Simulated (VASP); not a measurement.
# Lu (Fm-3m) in VASP: relaxation of cell and atoms with LDA

Aim: the relaxation of cell and atoms of Lu with LDA.

Program: VASP 6.6.1. These are calculated values, not measurements. Logs are shortened: lines on timing, memory, paths and dates and some standing lists are left out, and cuts for length are marked.

**1. The cell of the first run**

Symmetry: Fm-3m, No. 225, cubic system. The conventional cell has a = 4.704 Å, b = 4.704 Å, c = 4.704 Å, α = 90.00°, β = 90.00°, γ = 90.00°. Lu (site symmetry m-3m) has 12 Lu at 3.33 Å within 4.4 Å.

This isn't the form of Lu at room conditions, which is hcp.

**2. Relaxation of cell and atoms, LDA**

The input, INCAR:

```
  PREC = Accurate
  ENCUT = 600
  EDIFF = 1E-6
  ISMEAR = -1
  SIGMA = 0.08
  LREAL = False
  LASPH = True
  NELM = 80
  ALGO = Normal
  ISIF = 3
  LWAVE = False
  LCHARG = False
  GGA = CA
  IBRION = 2
  NSW = 60
  EDIFFG = -0.005
```

The input, KPOINTS:

```
regular mesh
0
Gamma
  15 15 15
```

The input, POSCAR:

```
Lu
1.0
    0.0000000000      2.3519374395      2.3519374395
    2.3519374395      0.0000000000      2.3519374395
    2.3519374395      2.3519374395      0.0000000000
Lu
1
Direct
    0.0000000000      0.0000000000      0.0000000000
```

Potentials or basis: VASP PAW PBE potentials, release 64 (Lu).

Started as:

```sh
> cat potpaw_PBE.64/Lu/POTCAR > POTCAR
> mpirun -np 1 vasp_std > vasp.out
```

OUTCAR:

```text
PREC = Accurate
   ENCUT = 600
   EDIFF = 1E-6
   ISMEAR = -1
   LREAL = False
   LASPH = True
   NELM = 80
   ISIF = 3
   GGA = CA
   IBRION = 2
   NSW = 60
   EDIFFG = -0.005

 ion  position               nearest neighbor table
   1  0.000  0.000  0.000-

  LATTYP: Found a face centered cubic cell.
 ALAT       =     4.7038748790

  Lattice vectors:

 A1 = (   0.0000000000,   2.3519374395,   2.3519374395)
 A2 = (   2.3519374395,   0.0000000000,   2.3519374395)
 A3 = (   2.3519374395,   2.3519374395,   0.0000000000)

Analysis of symmetry for initial positions (statically):
=====================================================================
 Subroutine PRICEL returns:
 Original cell was already a primitive cell.

 Routine SETGRP: Setting up the symmetry group for a
 face centered cubic supercell.

 Subroutine GETGRP returns: Found 48 space group operations
 (whereof 48 operations were pure point group operations)
 out of a pool of 48 trial point group operations.

The static configuration has the point symmetry O_h .

Analysis of symmetry for dynamics (positions and initial velocities):
=====================================================================
 Subroutine PRICEL returns:
 Original cell was already a primitive cell.

 Routine SETGRP: Setting up the symmetry group for a
 face centered cubic supercell.

 Subroutine GETGRP returns: Found 48 space group operations
 (whereof 48 operations were pure point group operations)
 out of a pool of 48 trial point group operations.

The dynamic configuration has the point symmetry O_h .

 Subroutine INISYM returns: Found 48 space group operations
 (whereof 48 operations are pure point group operations),
 and found     1 'primitive' translations

----------------------------------------------------------------------------------------

                                     Primitive cell

  volume of cell :      26.0200

  direct lattice vectors                    reciprocal lattice vectors
     0.000000000  2.351937439  2.351937439    -0.212590689  0.212590689  0.212590689
     2.351937439  0.000000000  2.351937439     0.212590689 -0.212590689  0.212590689
     2.351937439  2.351937439  0.000000000     0.212590689  0.212590689 -0.212590689

  length of vectors
     3.326141825  3.326141825  3.326141825     0.368217874  0.368217874  0.368217874

  position of ions in fractional coordinates (direct lattice)
     0.000000000  0.000000000  0.000000000

  ion indices of the primitive-cell ions
   primitive index   ion index
                 1           1

----------------------------------------------------------------------------------------

 KPOINTS: regular mesh

Automatic generation of k-mesh.
 Grid dimensions read from file:
 generate k-points for:   15   15   15

 Generating k-lattice:

  Cartesian coordinates                     Fractional coordinates (reciprocal lattice)
    -0.014172713  0.014172713  0.014172713     0.066666667  0.000000000  0.000000000
     0.014172713 -0.014172713  0.014172713     0.000000000  0.066666667  0.000000000
     0.014172713  0.014172713 -0.014172713     0.000000000  0.000000000  0.066666667

  Length of vectors
     0.024547858  0.024547858  0.024547858

  Shift w.r.t. Gamma in fractional coordinates (k-lattice)
     0.000000000  0.000000000  0.000000000

 Subroutine IBZKPT returns following result:
 ===========================================

 Found    120 irreducible k-points:

 Following reciprocal coordinates:
            Coordinates               Weight
  0.000000  0.000000  0.000000      1.000000
  0.066667  0.000000  0.000000      8.000000
  0.133333  0.000000  0.000000      8.000000
  0.200000  0.000000  0.000000      8.000000
  0.266667  0.000000  0.000000      8.000000
  0.333333  0.000000  0.000000      8.000000
[... 16 lines left out ...]
  0.133333  0.133333  0.000000      6.000000
  0.200000  0.133333  0.000000     24.000000
 [... further k-points ...]
   k-points           NKPTS =    120   k-points in BZ     NKDIM =    120   number of bands    NBANDS=     16
   number of dos      NEDOS =    301   number of ions     NIONS =      1
   total plane-waves  NPLWV =  21952
   dimension x,y,z NGX =    28 NGY =   28 NGZ =   28
   dimension x,y,z NGXF=    56 NGYF=   56 NGZF=   56
   ions per type =               1
   NGX,Y,Z   is equivalent  to a cutoff of  13.99, 13.99, 13.99 a.u.
   NGXF,Y,Z  is equivalent  to a cutoff of  27.99, 27.99, 27.99 a.u.
 SYSTEM =  unknown system
   PREC   = accura    normal or accurate (medium, high low for compatibility)
   ISTART =      0    job   : 0-new  1-cont  2-samecut
   ICHARG =      2    charge: 1-file 2-atom 10-const
   ISPIN  =      1    spin polarized calculation?
   LNONCOLLINEAR =      F non collinear calculations
   LSORBIT =      F    spin-orbit coupling
   LASPH  =      T    aspherical Exc in radial PAW
   ENCUT  =  600.0 eV  44.10 Ry    6.64 a.u.   6.64  6.64  6.64*2*pi/ulx,y,z
   NELM   =     80;   NELMIN=  2; NELMDL= -5     # of ELM steps
   EDIFF  = 0.1E-05   stopping-criterion for ELM
   LREAL  =      F    real-space projection
   EDIFFG = -.5E-02   stopping-criterion for IOM
   NSW    =     60    number of steps for IOM
   IBRION =      2    ionic relax: 0-MD 1-quasi-New 2-CG
   NFREE  =      1    steps in history (QN), initial steepest desc. (CG)
   ISIF   =      3    stress and relaxation
   ISYM   =      2    0-nonsym 1-usesym 2-fastsym
   POTIM  = 0.5000    time-step for ionic-motion
   TEBEG  =    0.0;   TEEND  =   0.0 temperature during run
   PSTRESS=    0.0 pullay stress
   NELECT =      25.0000    total number of electrons
   NUPDOWN=      -1.0000    fix difference up-down
   EMIN   =  10.00;   EMAX   =-10.00  energy-range for DOS
   EFERMI =   0.00;   METHOD = LEGACY
   ISMEAR =    -1;   SIGMA  =   0.08  broadening in eV -4-tet -1-fermi 0-gaus
   EFERMI_NEDOS =   21; number of points for ismear=-14 and -15
   IALGO  =     38    algorithm
   IMIX   =      4    mixing-type and parameters
     AMIX     =   0.40;   BMIX     =  1.00
     AMIX_MAG =   1.60;   BMIX_MAG =  1.00
  volume/ion in A,a.u.               =      26.02       175.59
  Fermi-wavevector in a.u.,A,eV,Ry     =   1.615421  3.052703 35.505562  2.609585
  Thomas-Fermi vector in A             =   2.710171
   LORBIT       =      0    0 simple, 1 ext, 2 COOP (PROOUT), +10 PAW based schemes
   GGA     = CA    functional components
   LHFCALC =     F    Hartree Fock is set to
   AEXX    =    0.0000 exact exchange contribution
   IVDW    =     0    specifies the selected vdW correction
   LEPSILON=     F    determine dielectric tensor
   LRPA    =     F    only Hartree local field effects (RPA)
 conjugate gradient relaxation of ions
 non-spin polarized calculation
  energy-cutoff  :      600.00
  volume of cell :       26.02
 maximum number of plane-waves:       893
   NGX = 13   NGY = 13   NGZ = 13

--------------------------------------- Ionic step        1  -------------------------------------------

 number of electron      24.9999998 magnetization

 Free energy of the ion-electron system (eV)
  ---------------------------------------------------
  ext. energy  EPLUGINS =         0.00000000
  ---------------------------------------------------
  free energy    TOTEN  =        -5.18406168 eV

  energy without entropy =       -5.15842117  energy(sigma->0) =       -5.17124143

------------------------ aborting loop because EDIFF is reached ----------------------------------------

  FORCE on cell =-STRESS in cart. coord.  units (eV):
  Direction    XX          YY          ZZ          XY          YZ          ZX
  --------------------------------------------------------------------------------------
  -------------------------------------------------------------------------------------
  Total       -0.1060438     -0.1060438     -0.1060438      0.0000000     -0.0000000      0.0000000
  in kB       -6.5296288     -6.5296288     -6.5296288      0.0000000     -0.0000000      0.0000000
  external PRESSURE =      -6.5296288 kB  Pullay stress =       0.0000000 kB
[... 86 lines left out ...]
  FREE ENERGIE OF THE ION-ELECTRON SYSTEM (eV)
  ---------------------------------------------------
  free  energy   TOTEN  =        -5.1845847303 eV

  energy  without entropy=       -5.1594817731  energy(sigma->0) =       -5.17203325

[... ionic steps 4 to 9 ...]

--------------------------------------- Ionic step       10  -------------------------------------------

 number of electron      25.0000003 magnetization

------------------------ aborting loop because EDIFF is reached ----------------------------------------

  FORCE on cell =-STRESS in cart. coord.  units (eV):
  Direction    XX          YY          ZZ          XY          YZ          ZX
  --------------------------------------------------------------------------------------
  -------------------------------------------------------------------------------------
  Total       -0.0079706     -0.0079706     -0.0079706      0.0000000     -0.0000000      0.0000000
  in kB       -0.4963667     -0.4963667     -0.4963667      0.0000000     -0.0000000      0.0000000
  external PRESSURE =      -0.4963667 kB  Pullay stress =       0.0000000 kB
[... 55 lines left out ...]
  energy  without entropy=       -5.1595209496  energy(sigma->0) =       -5.17205278

--------------------------------------- Ionic step       12  -------------------------------------------

 number of electron      25.0000003 magnetization

 Free energy of the ion-electron system (eV)
  ---------------------------------------------------
  ext. energy  EPLUGINS =         0.00000000
  ---------------------------------------------------
  free energy    TOTEN  =        -5.18458469 eV

  energy without entropy =       -5.15952503  energy(sigma->0) =       -5.17205486

 E-fermi :   2.4738     XC(G=0): -11.6054

 val. band max:        2.4576926860   @ k =  -0.4000   0.2000   0.0000
 cond. band min:       2.5161512499   @ k =   0.2667   0.2667   0.0000
 fundamental gap:      0.0584585639
 Fermi energy:         2.4737827787

 k-point     1 :       0.0000    0.0000    0.0000
  band No.  band energies     occupation
      1     -53.2157      2.00000
      2     -23.7270      2.00000
      3     -23.7270      2.00000
      4     -23.7270      2.00000
      5      -3.8687      2.00000
      6      -2.4534      2.00000
[... 8 lines left out ...]
     15       4.7286      0.00000
     16       7.4389      0.00000
[... 420 lines left out ...]
  band No.  band energies     occupation
      1     -53.1964      2.00000
      2     -23.9513      2.00000
      3     -23.7966      2.00000
      4     -23.7904      2.00000
      5      -2.6568      2.00000
      6      -2.4254      2.00000
[... 8 lines left out ...]
     15       5.4034      0.00000
     16       6.0511      0.00000

 [... further k-points ...]

------------------------ aborting loop because EDIFF is reached ----------------------------------------

  FORCE on cell =-STRESS in cart. coord.  units (eV):
  Direction    XX          YY          ZZ          XY          YZ          ZX
  --------------------------------------------------------------------------------------
  -------------------------------------------------------------------------------------
  Total       -0.0038875     -0.0038875     -0.0038875      0.0000000      0.0000000      0.0000000
  in kB       -0.2421441     -0.2421441     -0.2421441      0.0000000      0.0000000      0.0000000
  external PRESSURE =      -0.2421441 kB  Pullay stress =       0.0000000 kB
[... 16 lines left out ...]
  FREE ENERGIE OF THE ION-ELECTRON SYSTEM (eV)
  ---------------------------------------------------
  free  energy   TOTEN  =        -5.1845846874 eV

  energy  without entropy=       -5.1595250262  energy(sigma->0) =       -5.17205486

 reached required accuracy - stopping structural energy minimisation
```

It took 4.8 min on 1 thread of AMD EPYC 9R45 (Zen 5), shared host; peak memory 0.18 GiB.

Results:

* Free energy: -5.1846 eV
* Relaxed volume: 25.72 Å³/atom
* Relaxed cell: a = 3.313 Å, b = 3.313 Å, c = 3.313 Å, α = 60.00°, β = 60.00°, γ = 60.00°
* Space group after relaxing (to 0.1 Å): Fm-3m (No. 225)
* Energy gained by relaxing: 0.5 meV/atom
* Ionic steps: 12
* Pressure after relaxing: 0.0 GPa
* Band gap on the k mesh: zero (an odd number of electrons rules out a gap without spin polarisation)

The path:
```csv
step,energy change (eV),largest force (eV/Å),pressure (GPa),volume (Å³)
1,0.0000,0.0000,-0.65,26.02
2,-0.0004,0.0000,0.26,25.62
3,-0.0005,0.0000,-0.04,25.74
4,-0.0005,0.0000,-0.08,25.73
5,-0.0005,0.0000,0.14,25.68
6,-0.0005,0.0000,0.12,25.71
7,-0.0005,0.0000,0.08,25.72
8,-0.0005,0.0000,-0.08,25.76
9,-0.0005,0.0000,-0.07,25.73
10,-0.0005,0.0000,-0.05,25.73
11,-0.0005,0.0000,-0.10,25.72
12,-0.0005,0.0000,-0.02,25.72
```

Final structure:
```yaml
crystal:
  lattice:
    - [0.00000, 2.34293, 2.34293]
    - [2.34293, 0.00000, 2.34293]
    - [2.34293, 2.34293, 0.00000]
  atoms:
    - { symbol: Lu, position: [0.00000, 0.00000, 0.00000] }
```

Caveat: the PAW data sets were made with another functional, which shifts forces and pressure a little; spin-orbit coupling is left out, which moves the levels of the heavy elements.

The gap in the log of VASP goes by the Fermi energy; the results here count the filled bands.